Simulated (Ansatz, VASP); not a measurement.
## As2Se in VASP and in Ansatz

```
CELL_PARAMETERS angstrom
0.00000 3.94114 3.94114
3.94114 0.00000 3.94114
3.94114 3.94114 0.00000
ATOMIC_POSITIONS crystal
As 0.12500 0.62500 0.62500
As 0.62500 0.62500 0.62500
As 0.62500 0.62500 0.12500
As 0.62500 0.12500 0.62500
Se 0.00000 0.00000 0.00000
Se 0.25000 0.25000 0.25000
```

Change from the starting cell: species swapped into the ZrIr2 type (Fd-3m, No. 227).

Alike in both runs: functional PBE; k mesh 4 × 4 × 4; occupations gaussian, width 0.1 eV; no spin polarisation.

Ansatz relaxed the structure, and its values are those at the end. VASP's run is a single point on that final structure, the one shown.

|  | VASP | Ansatz |
| --- | --- | --- |
| version | VASP 6.6.1 | Ansatz 0.2.0 |
| potentials or method | VASP PAW PBE potentials, release 64 (As, Se), cutoff 500 eV | scalar-relativistic, plane waves, PAW |
| valence electrons in the cell | 32 | 92 |

Ansatz gave:

```
gap on the k mesh at the Fermi level (eV) : none
pressure (GPa)                            : 0.0
```

**Question.** Which values does VASP return?

**Answer.** gap on the k mesh at the Fermi level (eV): none; pressure (GPa): 0.1.

A gap of «none» marks a metal or a gap that the smearing closes. With one functional, cell and mesh, what is left measures potentials, basis and numerics. VASP's potentials hold 32 valence electrons a cell and Ansatz's 92, so a difference there can come from the potentials and not from the codes.
